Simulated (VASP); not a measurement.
Here is a VASP 6.6.1 calculation.

The input INCAR:

```
SYSTEM = SnSe
  ALGO = Normal
  EDIFF = 1E-7
  ENCUT = 520
  GGA = PE
  ISIF = 2
  ISMEAR = 0
  LASPH = .True.
  LCHARG = .False.
  LREAL = .False.
  LWAVE = .False.
  NBANDS = 50
  NELM = 100
  PREC = Accurate
  SIGMA = 0.1
```

KPOINTS

```
k-points
0
Gamma
  4 4 4
  0 0 0
```

Contents of POSCAR:

```
SnSe
1.0
   -5.4328221000      5.4328221000      3.0606421000
    5.4328221000     -5.4328221000      3.0606421000
    5.4328221000      5.4328221000     -3.0606421000
Sn Se
4 4
Direct
    0.8760200000      0.3760200000      0.2520400000
    0.1239800000      0.6239800000      0.7479600000
    0.3760200000      0.1239800000      0.5000000000
    0.6239800000      0.8760200000      0.5000000000
    0.8686585000      0.6313415000      0.5000000000
    0.1313415000      0.3686585000      0.5000000000
    0.3686585000      0.8686585000      0.2373170000
    0.6313415000      0.1313415000      0.7626830000
```

Potentials or basis: VASP PAW PBE potentials, release 64 (Sn_d, Se).

Command:

```bash
$ cat potpaw_PBE.64/Sn_d/POTCAR potpaw_PBE.64/Se/POTCAR > POTCAR
$ mpirun -np 1 vasp_std > vasp.out
```

(1) What does it give for the pressure?

(2) Predict the largest force.

(3) Predict the band gap on the k mesh.

Answers

(1) 0.0 GPa.

(2) 0.013 eV/Å.

(3) 1.12 eV.

Caveat: spin-orbit coupling is left out, which moves the levels of the heavy elements.
